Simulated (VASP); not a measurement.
Input of a VASP 6.6.1 run:

The input INCAR:

```
SYSTEM = SiC
  PREC = Accurate
  ENCUT = 520
  EDIFF = 1E-6
  ISMEAR = -1
  SIGMA = 0.05
  LREAL = .False.
  LASPH = .True.
  NELM = 100
  ALGO = Normal
  ISIF = 2
  LWAVE = .False.
  LCHARG = .True.
  GGA = RE
  LELF = .True.
  LVHAR = .True.
  NBANDS = 16
```

KPOINTS

```
Automatic mesh
0
Gamma
  10 10 5
  0 0 0
```

File POSCAR:

```
SiC
1.0
    3.1036190447      0.0000000000      0.0000000000
   -1.5518095223      2.6878129364      0.0000000000
    0.0000000000      0.0000000000      5.0930782281
Si C
2 2
Direct
    0.6666666667      0.3333333333      0.5045693437
    0.3333333333      0.6666666667      0.0045693437
    0.6666666667      0.3333333333      0.8804306563
    0.3333333333      0.6666666667      0.3804306563
```

Potentials or basis: VASP PAW PBE potentials, release 64 (Si, C).

The run is started by

```console
$ cat potpaw_PBE.64/Si/POTCAR potpaw_PBE.64/C/POTCAR > POTCAR
$ mpirun -np 1 vasp_std > vasp.out
```

Task: Estimate the band gap on the k mesh.

Result: 2.50 eV, indirect (least direct gap 3.94 eV).

Task: Predict the pressure.

Result: -0.4 GPa.

Caveat: the PAW data sets were made with another functional, which shifts forces and pressure a little. A k mesh can miss the band edges.
